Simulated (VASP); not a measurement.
Mg7Se: single point with PBE

Crystal: Mg7Se.

```xyz
8
Lattice="0.0000 4.4739 4.4739 4.4739 0.0000 4.4739 4.4739 4.4739 0.0000" Properties=species:S:1:pos:R:3 pbc="T T T"
Mg    2.2370    2.2370    0.0000
Mg    2.2370    4.4739    2.2370
Mg    4.4739    2.2370    2.2370
Mg    2.2370    2.2370    4.4739
Mg    2.2370    0.0000    2.2370
Mg    0.0000    2.2370    2.2370
Mg    4.4739    4.4739    4.4739
Se    0.0000    0.0000    0.0000
```

```yaml
Program: VASP 6.6.1
Task: single point
Functional: PBE
Potentials_or_basis: VASP PAW PBE potentials, release 64 (Mg, Se)
Cutoff: 520 eV
k_mesh: 4 × 4 × 4
Occupations: gaussian, width 0.2 eV
Spin: no spin polarisation
Dipole_correction: no
Further_INCAR_settings: ALGO = Normal; EDIFF = 1e-06; NBANDS = 20
```

| Quantity | Value |
| --- | --- |
| Pressure | -0.2 GPa |
| Band gap on the k mesh | zero (band 10 reaches 3.66 eV, above the bottom of band 11 at 2.29 eV) |

Levels at points of the mesh, in eV from the Fermi level:
| k point | band 7 | band 8 | band 9 | band 10 | band 11 | band 12 | band 13 | band 14 |
| --- | --- | --- | --- | --- | --- | --- | --- | --- |
| (0.00, 0.00, 0.00) | -1.38 | -1.38 | -1.38 | -0.86 | -0.86 | -0.86 | 0.06 | 0.74 |
| (0.50, 0.00, 0.00) | -2.05 | -2.05 | -1.52 | -0.11 | 0.57 | 0.57 | 1.45 | 1.45 |
| (0.50, 0.50, 0.00) | -1.61 | -0.91 | -0.91 | -0.48 | 1.35 | 1.35 | 1.90 | 2.27 |

Run time: 23 s on 1 thread of Intel(R) Xeon(R) 6975P-C (Granite Rapids), with other jobs on the host, peak memory 0.3 GiB.
